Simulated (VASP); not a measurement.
Write the native input for VASP 6.6.1 that does the following.

- Task: relaxation of cell and atoms
- Functional: PBE
- Potentials or basis: VASP PAW PBE potentials, release 64 (Sb, S)
- Cutoff: 600 eV
- k mesh: 3 × 3 × 4
- Occupations: gaussian, width 0.2 eV
- Spin: no spin polarisation
- Dipole correction: no
- Further INCAR settings: ALGO = Normal; EDIFF = 1e-06; IBRION = 2; EDIFFG = -0.08; NSW = 36; ISIF = 3

The structure of Sb5S2 lies in POSCAR:

```
Sb5S2
1.0
    5.3670728000     -4.2404492400      0.0000000000
    5.3670728000      4.2404492400      0.0000000000
   -2.4090263200      0.0000000000      4.7352655900
Sb S
5 2
Direct
    0.0000000000      0.0000000000      0.0000000000
    0.8546044800      0.3299162400      0.7589607400
    0.6700837600      0.1453955200      0.2410392600
    0.1453955200      0.6700837600      0.2410392600
    0.3299162400      0.8546044800      0.7589607400
    0.3183742800      0.3183742800      0.6413964200
    0.6816257200      0.6816257200      0.3586035800
```

The cell was generated, and may not be a known phase.

The input as run:

INCAR

```
PREC     = Accurate       # precision mode
ENCUT    = 600            # plane-wave cutoff, eV
EDIFF    = 1E-6           # SCF threshold, eV
ISMEAR   = 0              # smearing method
SIGMA    = 0.2            # smearing width, eV
LREAL    = F              # projectors in reciprocal space
LASPH    = T              # aspherical terms in the spheres
NELM     = 100            # most SCF steps
ALGO     = Normal         # electronic algorithm
ISIF     = 3              # what is computed and relaxed
LWAVE    = F              # write WAVECAR
LCHARG   = F              # write CHGCAR
GGA      = PE             # functional
IBRION   = 2              # ionic algorithm
NSW      = 36             # ionic steps
EDIFFG   = -0.08          # ionic threshold
```

KPOINTS

```
Automatic mesh
0
Gamma
  3 3 4
```

Potentials or basis: VASP PAW PBE potentials, release 64 (Sb, S).

Run with:

```bash
$ cat potpaw_PBE.64/Sb/POTCAR potpaw_PBE.64/S/POTCAR > POTCAR
$ mpirun -np 1 vasp_std > vasp.out
```

It gave:

- Relaxed volume: 29.57 Å³/atom
- Relaxed cell: a = 5.660 Å, b = 5.660 Å, c = 7.530 Å, α = 112.10°, β = 112.10°, γ = 82.83°
- Space group after relaxing (to 0.1 Å): C2/m (No. 12)
- Energy gained by relaxing: 687.3 meV/atom
- Ionic steps: 30
- Pressure after relaxing: 0.0 GPa
- Largest force after relaxing: 0.070 eV/Å
- Band gap on the k mesh: zero (an odd number of electrons rules out a gap without spin polarisation)

Caveat: a cell axis changed by over 15 % at a fixed basis, so the end point is rough; spin-orbit coupling is left out, which moves the levels of the heavy elements; this functional lacks dispersion, which binds layers or chains, so the pressure and a relaxed spacing across them are unreliable; an odd number of electrons without spin polarisation forces a metal; a magnetic or distorted state may lie lower; the relaxation stopped at a loose force limit of 0.08 eV/Å, so its end isn't a converged minimum.

It took 33 min on 1 thread of Intel(R) Xeon(R) Platinum 8259CL CPU @ 2.50GHz (Skylake/Cascade Lake) (shared host), peak memory 0.42 GiB.
